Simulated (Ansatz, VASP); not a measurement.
## One calculation of Si2W, two programs

File INCAR:

```
  PREC = Accurate
  ENCUT = 520
  EDIFF = 1E-8
  ISMEAR = -1
  SIGMA = 0.05
  LREAL = F
  LASPH = T
  NELM = 80
  ALGO = Normal
  ISIF = 2
  LWAVE = F
  LCHARG = F
  GGA = PS
  LEFG = T
  NBANDS = 18
```

Contents of KPOINTS:

```
Automatic mesh
0
Gamma
  13 13 13
```

The input POSCAR:

```
Si2W
1.0
   -1.6069000000      1.6069000000      3.9149500000
    1.6069000000     -1.6069000000      3.9149500000
    1.6069000000      1.6069000000     -3.9149500000
Si W
2 1
Direct
    0.3181700000      0.3181700000      0.0000000000
    0.6818300000      0.6818300000      0.0000000000
    0.0000000000      0.0000000000      0.0000000000
```

Input for Ansatz:

```yaml
crystal:
  lattice:
    - [-1.6069, 1.6069, 3.91495]
    - [1.6069, -1.6069, 3.91495]
    - [1.6069, 1.6069, -3.91495]
  atoms:
    - { symbol: Si, position: [0.31817, 0.31817, 0.0] }
    - { symbol: Si, position: [0.68183, 0.68183, 0.0] }
    - { symbol: W, position: [0.0, 0.0, 0.0] }
kpoints:
  mp_grid: { grid: [13, 13, 13] }
scf:
  occupations: { method: fermi_dirac, width: 0.05 }
hamiltonian:
  xc: pbesol
  pseudopotentials: { kind: paw }
output:
  forces: true
  stress: true
  eigenvalues: true
  efg: { contact_densities: true }
  populations: true
```

Change from the starting cell: shortest bond scaled by 1.1, PAW files.

Alike in both runs: task electric field gradients; functional PBEsol; k mesh 13 × 13 × 13; occupations fermi-dirac, width 0.05 eV; no spin polarisation.

|  | VASP | Ansatz |
| --- | --- | --- |
| version | VASP 6.6.1 | Ansatz 0.2.0 |
| potentials or method | VASP PAW PBE potentials, release 64 (Si, W_sv) | PAW with Ansatz's default frozen-core files, scalar-relativistic |
| plane-wave cutoff (eV) | 520 | 420 |
| valence electrons in the cell | 22 | 22 |

|  | VASP | Ansatz | Ansatz less VASP |
| --- | --- | --- | --- |
| pressure (GPa) | -1.0 | -1.3 | -0.33 |
| traceless stress, the component that is largest in VASP (GPa) | 3.06 | 3.02 | -0.031 |
| rms of the force components (eV/Å) | 1.123 | 1.120 | -0.0028 |
| size of Vzz on the site where it differs most (V/Å²) | 185.9 | 198.0 | +12.03 |

VASP's potentials were made for PBE, not for PBEsol. Atom by atom the forces differ by 0.003 eV/Å (rms over components). With one functional, cell and mesh, what is left measures potentials, basis and numerics.

Neither program's run includes spin-orbit coupling.
